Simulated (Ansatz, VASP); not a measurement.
**One calculation of ZnAu, two programs**

INCAR

```
PREC = Accurate
ENCUT = 520
EDIFF = 1E-7
ISMEAR = 0
SIGMA = 0.1
LREAL = False
LASPH = True
NELM = 60
ALGO = Normal
ISIF = 2
LWAVE = False
LCHARG = True
GGA = PE
LELF = True
LVHAR = True
NBANDS = 18
```

Contents of KPOINTS:

```
regular mesh
0
Gamma
  14 14 14
```

Contents of POSCAR:

```
ZnAu
1.0
    3.2491970047      0.0000000000      0.0000000000
    0.0000000000      3.2491970047      0.0000000000
    0.0000000000      0.0000000000      3.2491970047
Zn Au
1 1
Direct
    0.5000000000      0.5000000000      0.5000000000
    0.0000000000      0.0000000000      0.0000000000
```

Input for Ansatz:

```yaml
crystal:
  lattice:
    - [3.2491970051, 0.0, 0.0]
    - [0.0, 3.2491970051, 0.0]
    - [0.0, 0.0, 3.2491970051]
  atoms:
    - { symbol: Zn, position: [0.5, 0.5, 0.5] }
    - { symbol: Au, position: [0.0, 0.0, 0.0] }
basis:
  ecutwfc: 420
kpoints:
  mp_grid: { grid: [14, 14, 14] }
hamiltonian:
  xc: pbe
scf:
  occupations: { method: gaussian, width: 0.1 }
output:
  forces: true
  stress: true
  eigenvalues: true
```

Alike in both runs: task single point; functional PBE; k mesh 14 × 14 × 14; occupations gaussian, width 0.1 eV; no spin polarisation.

|  | VASP | Ansatz |
| --- | --- | --- |
| version | VASP 6.6.1 | Ansatz 0.2.0 |
| potentials or method | VASP PAW PBE potentials, release 64 (Zn, Au), cutoff 520 eV | scalar-relativistic, plane waves, PAW |
| valence electrons in the cell | 23 | 31 |

```tsv
	VASP	Ansatz	Ansatz less VASP
gap on the k mesh at the Fermi level (eV)	none	none	-
pressure (GPa)	-5.7	-5.8	-0.08
```

A gap of «none» marks a metal or a gap that the smearing closes. VASP's potentials hold 23 valence electrons a cell and Ansatz's 31, so a difference there can come from the potentials and not from the codes.

Spin-orbit coupling is off throughout.
